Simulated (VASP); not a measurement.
Wanted: the native input for a VASP 6.6.1 run.

```yaml
Task: single point
Functional: PBE
Potentials_or_basis: VASP PAW PBE potentials, release 64 (Ge_d, Te, S)
Cutoff: 520 eV
k_mesh: 6 × 6 × 6
Occupations: gaussian, width 0.1 eV
Spin: no spin polarisation
Dipole_correction: no
Further_INCAR_settings: ALGO = Normal; EDIFF = 1e-07; NBANDS = 39
```

The structure of Ge3Te2S lies in POSCAR:

```
Ge3Te2S
1.0
    3.3823666667      1.9528103055      3.7428376058
   -3.3823666667      1.9528103055      3.7428376058
    0.0000000000     -3.9056206110      3.7428376058
Ge Te S
3 2 1
Direct
    0.0000000000      0.0000000000      0.5000000000
    0.5000000000      0.0000000000      0.0000000000
    0.0000000000      0.5000000000      0.0000000000
    0.3601976882      0.3601976882      0.3601976882
    0.6398023118      0.6398023118      0.6398023118
    0.0000000000      0.0000000000      0.0000000000
```

The cell was built from a structure type or drawn by symmetry, and may not be a known phase.

These files were run (other wordings do the same):

INCAR

```
SYSTEM = Ge3Te2S
ALGO = Normal
EDIFF = 1E-7
ENCUT = 520
GGA = PE
ISIF = 2
ISMEAR = 0
LASPH = .True.
LCHARG = .True.
LELF = .True.
LREAL = .False.
LVHAR = .True.
LWAVE = .False.
NBANDS = 39
NELM = 80
PREC = Accurate
SIGMA = 0.1
```

KPOINTS

```
k-points
0
Gamma
  6 6 6
  0 0 0
```

Potentials or basis: VASP PAW PBE potentials, release 64 (Ge_d, Te, S).

Launch:

```bash
$ cat potpaw_PBE.64/Ge_d/POTCAR potpaw_PBE.64/Te/POTCAR potpaw_PBE.64/S/POTCAR > POTCAR
$ mpirun -np 1 vasp_std > vasp.out
```

Results of the run:

```
Pressure               : 0.0 GPa
Largest force          : 0.014 eV/Å
Band gap on the k mesh : zero (bands 30 and 31 overlap by 1.98 eV)
```

Caveat: spin-orbit coupling is left out, which moves the levels of the heavy elements.

Wall time 2.7 min on 1 thread of AMD EPYC 7R43 64-Core Processor (Zen 3) (shared host), peak memory 0.29 GiB.
